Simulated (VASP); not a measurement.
A run of VASP 6.6.1 is set up as follows.

INCAR

```
ALGO     = Normal         # electronic algorithm
EDIFF    = 1E-7           # SCF threshold, eV
ENCUT    = 520            # plane-wave cutoff, eV
GGA      = PE             # functional
ISIF     = 2              # what is computed and relaxed
ISMEAR   = -1             # smearing method
LASPH    = T              # aspherical terms in the spheres
LCHARG   = F              # write CHGCAR
LREAL    = F              # projectors in reciprocal space
LWAVE    = F              # write WAVECAR
NBANDS   = 30             # bands
NELM     = 60             # most SCF steps
PREC     = Accurate       # precision mode
SIGMA    = 0.1            # smearing width, eV
```

Contents of KPOINTS:

```
k-points
0
Gamma
  14 14 4
```

File POSCAR:

```
Au
1.0
    2.5883295326      0.0000000000      0.0000000000
   -1.2941647663      2.2415591286      0.0000000000
    0.0000000000      0.0000000000      8.5454080208
Au
4
Direct
    0.0000000000      0.0000000000      0.0000000000
    0.0000000000      0.0000000000      0.5000000000
    0.3333333333      0.6666666667      0.2500000000
    0.6666666667      0.3333333333      0.7500000000
```

Potentials or basis: VASP PAW PBE potentials, release 64 (Au).

Launch:

```console
$ cat potpaw_PBE.64/Au/POTCAR > POTCAR
$ mpirun -np 1 vasp_std > vasp.out
```

(1) What does it give for the pressure?

(2) Estimate the band gap on the k mesh.

Results:

(1) 149.8 GPa.

(2) zero (band 22 reaches 19.41 eV, above the bottom of band 23 at 13.02 eV).

Caveat: spin-orbit coupling is left out, which moves the levels of the heavy elements.
